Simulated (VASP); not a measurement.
GaN: single point with PBE

GaN:

```xyz
4
Lattice="3.2081 0.0000 0.0000 -1.6041 2.7783 0.0000 0.0000 0.0000 5.1850" Properties=species:S:1:pos:R:3 pbc="T T T"
Ga    0.0000    1.8522   -0.0026
Ga    1.6041    0.9261    2.5899
N     0.0000    1.8522    1.9573
N     1.6041    0.9261    4.5498
```

- Program: VASP 6.6.1
- Task: single point
- Functional: PBE
- Potentials or basis: VASP PAW PBE potentials, release 64 (Ga_d, N)
- Cutoff: 520 eV
- k mesh: 8 × 8 × 5
- Occupations: gaussian, width 0.05 eV
- Spin: no spin polarisation
- Dipole correction: no
- Further INCAR settings: ALGO = Normal; EDIFF = 1e-07; NBANDS = 26

```json
{"Pressure": "3.2 GPa", "Band gap on the k mesh": "1.85 eV, direct"}
```

Stress tensor (GPa, compression positive):
```
2.45 0.00 0.00
0.00 2.45 0.00
0.00 0.00 4.72
```

Levels at points of the mesh, in eV from the valence-band top:
```
           k point  band 15  band 16  band 17  band 18  band 19  band 20  band 21  band 22
(0.00, 0.00, 0.00)    -1.05    -0.01    -0.01     0.00     1.85     4.10     9.19     9.77
(0.50, 0.00, 0.00)    -4.13    -2.73    -2.14    -0.98     4.98     5.50     6.09     8.52
```

Wall time 17 s on 1 thread of Intel(R) Xeon(R) 6975P-C (Granite Rapids) (shared host), peak memory 0.17 GiB.

PBE gaps usually lie below the measured ones, often by a third to a half.
